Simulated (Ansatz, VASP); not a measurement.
# One calculation of TaSi2, two programs

```
Ta Si
1.0
     4.83069    0.01215    0.04268
    -2.40482    4.21521    0.00563
     0.05862    0.04278    6.66791
Ta Si
3 6
Direct
  0.50069 0.97205 0.45048
  0.52032 0.52089 0.87224
  0.99863 0.49105 0.18668
  0.13295 0.30559 0.50666
  0.87360 0.16432 0.83927
  0.68171 0.87678 0.16630
  0.89577 0.72938 0.47285
  0.10865 0.78995 0.83935
  0.28767 0.15000 0.16616
```

Change from the starting cell: all atoms moved at random (sigma 0.15 Å a component), cell strained at random (sigma 0.01).

Alike in both runs: task single point; functional PBE; k mesh 9 × 9 × 6; occupations gaussian, width 0.15 eV; no spin polarisation.

```csv
,VASP,Ansatz
version,VASP 6.6.1,Ansatz 0.2.0
potentials or method,"VASP PAW PBE potentials, release 64 (Ta_pv, Si), cutoff 520 eV","scalar-relativistic, plane waves, PAW"
valence electrons in the cell,57,63
```

```csv
,VASP,Ansatz,Ansatz less VASP
gap on the k mesh at the Fermi level (eV),none,none,-
pressure (GPa),7.7,7.6,-0.10
"traceless stress, the component that is largest in VASP (GPa)",-8.10,-8.10,-0.001
rms of the force components (eV/Å),2.224,2.222,-0.0020
```

Atom by atom the forces differ by 0.005 eV/Å (rms over components). A gap of «none» marks a metal or a gap that the smearing closes. With one functional, cell and mesh, what is left measures potentials, basis and numerics. VASP's potentials hold 57 valence electrons a cell and Ansatz's 63, so a difference there can come from the potentials and not from the codes.

Spin-orbit coupling is off throughout.
